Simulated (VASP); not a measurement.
**PtSe2: single point with PBE**

System: PtSe2, a slab with vacuum.

```
Pt Se
1.0
     5.06200    0.00000    0.00000
     0.00000    3.72400    0.00000
     0.00000    0.00000   21.37513
Pt Se
2 4
Direct
  0.00000 0.00000 0.37427
  0.00000 0.50000 0.52515
  0.25000 0.00000 0.47485
  0.75000 0.50000 0.42456
  0.25000 0.50000 0.62573
  0.75000 0.00000 0.57544
```

```json
{
 "Program": "VASP 6.6.1",
 "Task": "single point",
 "Functional": "PBE",
 "Potentials or basis": "VASP PAW PBE potentials, release 64 (Pt, Se)",
 "Cutoff": "520 eV",
 "k mesh": "4 × 5 × 1",
 "Occupations": "gaussian, width 0.05 eV",
 "Spin": "no spin polarisation"
}
```

The largest force is 1.630 eV/Å and the band gap on the k mesh is zero (bands 22 and 23 overlap by 0.93 eV).

Forces on the atoms (eV/Å):
```
Pt  -0.902  0.000  1.357
Pt   0.304  0.000  0.221
Se   1.039  0.000 -0.066
Se   0.544  0.000 -1.416
Se  -0.106  0.000 -0.354
Se  -0.879  0.000  0.258
```

Levels at points of the mesh, in eV from the Fermi level:
```tsv
k point	band 18	band 19	band 20	band 21	band 22	band 23	band 24	band 25	band 26	band 27
(0.00, 0.00, 0.00)	-1.68	-1.65	-1.04	0.03	0.56	0.91	0.95	1.16	1.90	2.49
(0.50, 0.00, 0.00)	-1.45	-1.30	-0.63	0.00	0.34	0.46	0.81	1.21	1.70	2.00
```

Wall time 4.2 min on 1 thread of Intel(R) Xeon(R) Platinum 8259CL CPU @ 2.50GHz (Skylake/Cascade Lake), on a shared host, peak memory 0.46 GiB.

Caveat: spin-orbit coupling is left out, which moves the levels of the heavy elements.
